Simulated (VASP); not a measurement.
Write the native input for VASP 6.6.1 that does the following.

* Task: single point
* Functional: PBE
* Dispersion: D3(BJ)
* Potentials or basis: VASP PAW PBE potentials, release 64 (Sn_d, Se)
* Cutoff: 520 eV
* k mesh: 12 × 12 × 6
* Occupations: gaussian, width 0.02 eV
* Spin: no spin polarisation
* Dipole correction: no
* Further INCAR settings: ALGO = Normal; EDIFF = 1e-06; NBANDS = 20

The structure of SnSe2 lies in POSCAR:

```
SnSe2
1.0
    3.8400588335      0.0000000000      0.0000000000
   -1.9200294167      3.3255885018      0.0000000000
    0.0000000000      0.0000000000      6.0097292652
Sn Se
1 2
Direct
    0.0000000000      0.0000000000      0.0000000000
    0.3333333333      0.6666666667      0.2651382426
    0.6666666667      0.3333333333      0.7348617574
```

These files were run (other wordings do the same):

INCAR

```
PREC = Accurate
ENCUT = 520
EDIFF = 1E-6
ISMEAR = 0
SIGMA = 0.02
LREAL = False
LASPH = True
NELM = 80
ALGO = Normal
ISIF = 2
LWAVE = False
LCHARG = True
GGA = PE
IVDW = 12
LELF = True
LVHAR = True
NBANDS = 20
```

KPOINTS

```
Automatic mesh
0
Gamma
  12 12 6
```

Potentials or basis: VASP PAW PBE potentials, release 64 (Sn_d, Se).

Command:

```console
$ cat potpaw_PBE.64/Sn_d/POTCAR potpaw_PBE.64/Se/POTCAR > POTCAR
$ mpirun -np 1 vasp_std > vasp.out
```

Results of the run:

The pressure is 0.1 GPa, the largest force is 0.016 eV/Å and the band gap on the k mesh is 0.34 eV (least direct gap 0.81 eV). The dispersion energy per atom is -0.364 eV.

Caveat: semilocal functionals underestimate gaps, and a narrow one can read as zero; spin-orbit coupling is left out, which moves the levels of the heavy elements.

Wall time 3.8 min on 1 thread of Intel Xeon 8259CL, with other jobs on the host, peak memory 0.31 GiB.
